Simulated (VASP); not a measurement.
AlN, 2 atoms in the cell. It takes space group I4/mmm (No. 139, tetragonal). The conventional cell has a = 2.805 Å, b = 2.805 Å, c = 4.171 Å, α = 90.00°, β = 90.00°, γ = 90.00°. Within 2.6 Å of Al (site symmetry 4/mmm) lie 6 N at 1.98 to 2.09 Å. N (site symmetry 4/mmm) has 6 Al at 1.98 to 2.09 Å within 2.6 Å.  This cell differs from its parent crystal: strain -0.025 along x and y, +0.025 along z.

```yaml
Program: VASP 6.6.1
Task: single point
Functional: r2SCAN
Potentials_or_basis: VASP PAW PBE potentials, release 64 (Al, N)
Cutoff: 520 eV
k_mesh: 10 × 10 × 10
Occupations: gaussian, width 0.05 eV
Spin: no spin polarisation
Dipole_correction: no
Further_INCAR_settings: ALGO = Normal; EDIFF = 1e-06; NBANDS = 11
```

Potentials or basis: VASP PAW PBE potentials, release 64 (Al, N).

Command:

```console
$ cat potpaw_PBE.64/Al/POTCAR potpaw_PBE.64/N/POTCAR > POTCAR
$ cp INCAR.step1 INCAR
$ mpirun -np 1 vasp_std > vasp.out
$ cp INCAR.step2 INCAR
$ mpirun -np 1 vasp_std > vasp.out
```

Hardware: 1 thread of Intel(R) Xeon(R) 6975P-C (Granite Rapids) (shared host).

Problem. How long does it take, and how much memory?

Solution. Run time: 20 s on 1 thread of Intel(R) Xeon(R) 6975P-C (Granite Rapids), on a shared host, peak memory 0.15 GiB. Counts: k points 102.
